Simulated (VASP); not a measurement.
# ZrB: single point with PBEsol

Crystal: ZrB.

```xyz
2
Lattice="0.0000 2.3250 2.3250 2.3250 0.0000 2.3250 2.3250 2.3250 0.0000" Properties=species:S:1:pos:R:3 pbc="T T T"
Zr    0.0000    0.0000    0.0000
B     2.3250    2.3250    1.9500
```

This cell differs from its parent crystal: all B atoms moved +0.375 Å, as atom 2 towards its neighbour atom 1 (Zr) at 2.325 Å.

* Program: VASP 6.6.1
* Task: single point
* Functional: PBEsol
* Potentials or basis: VASP PAW PBE potentials, release 64 (Zr_sv, B)
* Cutoff: 520 eV
* k mesh: 18 × 18 × 18
* Occupations: gaussian, width 0.15 eV
* Spin: no spin polarisation

- Pressure: 38.0 GPa
- Largest force: 5.434 eV/Å
- Band gap on the k mesh: zero (an odd number of electrons rules out a gap without spin polarisation)

Forces on the atoms (eV/Å):
```
Zr   0.000  0.000 -5.434
B    0.000  0.000  5.434
```

Stress tensor (GPa, compression positive):
```
25.77  0.00  0.00
 0.00 25.77  0.00
 0.00  0.00 62.53
```

Levels at points of the mesh, in eV from the Fermi level:
```tsv
k point	band 5	band 6	band 7	band 8	band 9	band 10
(0.00, 0.00, 0.00)	-8.29	0.38	0.38	1.14	1.85	3.65
(0.50, 0.00, 0.00)	-4.53	-3.42	-1.46	-1.28	5.21	5.66
(0.50, 0.50, 0.00)	-6.33	-1.28	0.12	2.44	2.44	5.52
(0.00, 0.50, 0.50)	-6.36	-2.33	-0.43	2.03	3.82	6.28
```

Wall time 37 s on 1 thread of Intel(R) Xeon(R) 6975P-C (Granite Rapids) (shared host), peak memory 0.28 GiB.

Caveat: the cell differs from its parent crystal (all B atoms moved +0.375 Å, as atom 2 towards its neighbour atom 1 (Zr) at 2.325 Å); the cell stands under pressure; the PAW data sets were made with another functional, which shifts forces and pressure a little.
